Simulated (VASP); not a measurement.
# RbBr: relaxation of cell and atoms with PBE

Crystal: RbBr.

```
Rb Br
1.0
     4.84651    0.00000    0.00000
    -2.42326    4.19720    0.00000
     0.00000    0.00000   11.87148
Rb Br
3 3
Direct
  0.00000 0.00000 0.00000
  0.33333 0.66667 0.33333
  0.66667 0.33333 0.66667
  0.66667 0.33333 0.16667
  0.00000 0.00000 0.50000
  0.33333 0.66667 0.83333
```

```
Program                : VASP 6.6.1
Task                   : relaxation of cell and atoms
Functional             : PBE
Potentials or basis    : VASP PAW PBE potentials, release 64 (Rb_sv, Br)
Cutoff                 : 600 eV
k mesh                 : 6 × 6 × 2
Occupations            : gaussian, width 0.02 eV
Spin                   : no spin polarisation
Dipole correction      : no
Further INCAR settings : ALGO = Normal; EDIFF = 1e-07; IBRION = 2; EDIFFG = -0.005; NSW = 100; ISIF = 3
```

* Relaxed volume: 43.29 Å³/atom
* Relaxed cell: a = 4.966 Å, b = 4.966 Å, c = 12.164 Å, α = 90.00°, β = 90.00°, γ = 120.00°
* Space group after relaxing (to 0.1 Å): Fm-3m (No. 225)
* Energy gained by relaxing: 9.1 meV/atom
* Ionic steps: 4
* Pressure after relaxing: 0.0 GPa
* Band gap on the k mesh: 4.18 eV

The path:
```
step  energy change (eV)  largest force (eV/Å)  pressure (GPa)  volume (Å³)
   1              0.0000                0.0000            1.03       241.49
   2             -0.0420                0.0000            0.46       250.64
   3             -0.0543                0.0000           -0.05       260.82
   4             -0.0545                0.0000            0.00       259.76
```

Final structure:
```
CELL_PARAMETERS angstrom
4.96579 0.00000 0.00000
-2.48289 4.30050 0.00000
0.00000 0.00000 12.16361
ATOMIC_POSITIONS crystal
Rb 0.00000 0.00000 0.00000
Rb 0.33333 0.66667 0.33333
Rb 0.66667 0.33333 0.66667
Br 0.66667 0.33333 0.16667
Br 0.00000 0.00000 0.50000
Br 0.33333 0.66667 0.83333
```

Levels at points of the mesh, in eV from the valence-band top:
| k point | band 22 | band 23 | band 24 | band 25 | band 26 | band 27 |
| --- | --- | --- | --- | --- | --- | --- |
| (0.00, 0.00, 0.00) | 0.00 | 0.00 | 0.00 | 4.18 | 5.99 | 5.99 |
| (0.50, 0.00, 0.00) | -0.26 | -0.15 | -0.15 | 5.67 | 6.64 | 6.64 |
| (0.00, 0.00, 0.50) | -0.08 | -0.08 | -0.08 | 4.78 | 4.78 | 6.62 |
| (0.50, 0.00, 0.50) | -0.27 | -0.19 | -0.19 | 6.05 | 6.05 | 6.62 |

Run time: 3.2 min on 1 thread of Intel(R) Xeon(R) 6975P-C (Granite Rapids), on a shared host, peak memory 0.47 GiB.
